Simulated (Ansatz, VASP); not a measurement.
# One calculation of NaH, two programs

Contents of INCAR:

```
PREC = Accurate
ENCUT = 520
EDIFF = 1E-6
ISMEAR = 0
SIGMA = 0.01
LREAL = F
LASPH = T
NELM = 60
ALGO = Normal
ISIF = 2
LWAVE = F
LCHARG = F
GGA = PE
NBANDS = 16
```

The input KPOINTS:

```
regular mesh
0
Gamma
  9 9 4
```

File POSCAR:

```
NaH
1.0
    3.3781181399      0.0000000000      0.0000000000
   -1.6890590699      2.9255361261      0.0000000000
    0.0000000000      0.0000000000      5.9434470615
Na H
2 2
Direct
    0.0000000000      0.0000000000      0.0000000000
    0.0000000000      0.0000000000      0.5000000000
    0.3333333333      0.6666666667      0.2500000000
    0.6666666667      0.3333333333      0.7500000000
```

Input for Ansatz:

```yaml
crystal:
  lattice:
    - [3.3781181399, 0.0, 0.0]
    - [-1.6890590699, 2.9255361261, 0.0]
    - [0.0, 0.0, 5.9434470615]
  atoms:
    - { symbol: Na, position: [0.0, 0.0, 0.0] }
    - { symbol: Na, position: [0.0, 0.0, 0.5] }
    - { symbol: H, position: [0.3333333333, 0.6666666667, 0.25] }
    - { symbol: H, position: [0.6666666667, 0.3333333333, 0.75] }
kpoints:
  mp_grid: { grid: [9, 9, 4] }
hamiltonian:
  xc: pbe
scf:
  occupations: { method: fixed }
  n_extra_bands: 5
output:
  forces: true
  stress: true
  eigenvalues: true
```

Alike in both runs: task single point; functional PBE; k mesh 9 × 9 × 4; no spin polarisation.

|  | VASP | Ansatz |
| --- | --- | --- |
| version | VASP 6.6.1 | Ansatz 0.2.0 |
| potentials or method | VASP PAW PBE potentials, release 64 (Na_pv, H) | plane waves, PAW |
| plane-wave cutoff (eV) | 520 | 420 |
| occupations | gaussian, width 0.01 eV | fixed |
| valence electrons in the cell | 16 | 20 |

```csv
,VASP,Ansatz,Ansatz less VASP
gap on the k mesh at the Fermi level (eV),3.32,3.32,+0.001
pressure (GPa),-0.7,-0.6,+0.03
```

VASP's potentials hold 16 valence electrons a cell and Ansatz's 20, so a difference there can come from the potentials and not from the codes.
